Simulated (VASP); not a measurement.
Runs of VASP 6.6.1 on Sn3P4. The structure is that of space group Pm-3m (No. 221), or close to it. The cells are those of the table. 

```tsv
task	cell	k mesh	cutoff (eV)	gap on the mesh (eV)	pressure (GPa)	relaxed volume (Å³/atom)
single point	a = 5.449 Å, 7 atoms	8 × 8 × 8	520	none	0.0	-
single point	a = 5.452 Å, 7 atoms	4 × 4 × 4	520	none	0.0	-
relaxation of cell and atoms	relaxed from a = 5.452 Å, 7 atoms	8 × 8 × 8	600	none	0.1	(a)
single point	a = 5.125 Å, 7 atoms	4 × 4 × 4	520	none	19.7	-
relaxation of cell and atoms	relaxed from a = 5.125 Å, 7 atoms	4 × 4 × 4	600	none	0.0	23.16
```

Alike in all rows: level PBE; potentials or basis VASP PAW PBE potentials, release 64 (Sn_d, P); no spin polarisation; smearing gaussian 0.1 eV.

Task: Fill in the values left out.

Result: (a) 23.10.

Caveats: spin-orbit coupling is left out, which moves the levels of the heavy elements; the cell stands under pressure (at least some runs); the volume moved by over 15 % at a fixed basis, so the end points are rough (at least some runs).

A k mesh can miss the band edges, and the runs leave out spin-orbit coupling on Sn.

A gap of «none» marks levels without a gap at the run's occupations.
